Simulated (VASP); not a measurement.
Wanted: the native input for a VASP 6.6.1 run.

- Task: single point
- Functional: PBE
- Potentials or basis: VASP PAW PBE potentials, release 64 (Sn_d, Se)
- Cutoff: 500 eV
- k mesh: 6 × 6 × 2
- Occupations: gaussian, width 0.01 eV
- Spin: no spin polarisation
- Dipole correction: no
- Further INCAR settings: ALGO = Normal; EDIFF = 1e-06; NBANDS = 28

The structure of SnSe lies in POSCAR:

```
SnSe
1.0
    5.0747781430      0.0000000000      0.0000000000
   -2.5373890715      4.3948867904      0.0000000000
    0.0000000000      0.0000000000      6.1736757118
Sn Se
2 2
Direct
    0.3333333333      0.6666666667     -0.0391356302
    0.6666666667      0.3333333333      0.4608643698
    0.3333333333      0.6666666667      0.4141356302
    0.6666666667      0.3333333333      0.9141356302
```

One way to write it, as run:

INCAR

```
SYSTEM = SnSe
PREC     = Accurate       ! precision mode
ENCUT    = 500            ! plane-wave cutoff, eV
EDIFF    = 1E-6           ! SCF threshold, eV
ISMEAR   = 0              ! smearing method
SIGMA    = 0.01           ! smearing width, eV
LREAL    = .False.        ! projectors in reciprocal space
LASPH    = .True.         ! aspherical terms in the spheres
NELM     = 120            ! most SCF steps
ALGO     = Normal         ! electronic algorithm
ISIF     = 2              ! what is computed and relaxed
LWAVE    = .False.        ! write WAVECAR
LCHARG   = .False.        ! write CHGCAR
GGA      = PE             ! functional
NBANDS   = 28             ! bands
GGA_COMPAT= .False.
```

KPOINTS

```
regular mesh
0
Gamma
  6 6 2
  0 0 0
```

Potentials or basis: VASP PAW PBE potentials, release 64 (Sn_d, Se).

The run is started by

```bash
$ cat potpaw_PBE.64/Sn_d/POTCAR potpaw_PBE.64/Se/POTCAR > POTCAR
$ mpirun -np 1 vasp_std > vasp.out
```

It gave:

```json
{
 "Pressure": "1.5 GPa",
 "Largest force": "0.085 eV/Å",
 "Band gap on the k mesh": "0.87 eV"
}
```

Caveat: the k points lie up to 0.51 Å⁻¹ apart; spin-orbit coupling is left out, which moves the levels of the heavy elements.

Wall time 63 s on 1 thread of Intel(R) Xeon(R) Platinum 8375C CPU @ 2.90GHz (Ice Lake), with other jobs on the host, peak memory 0.26 GiB.
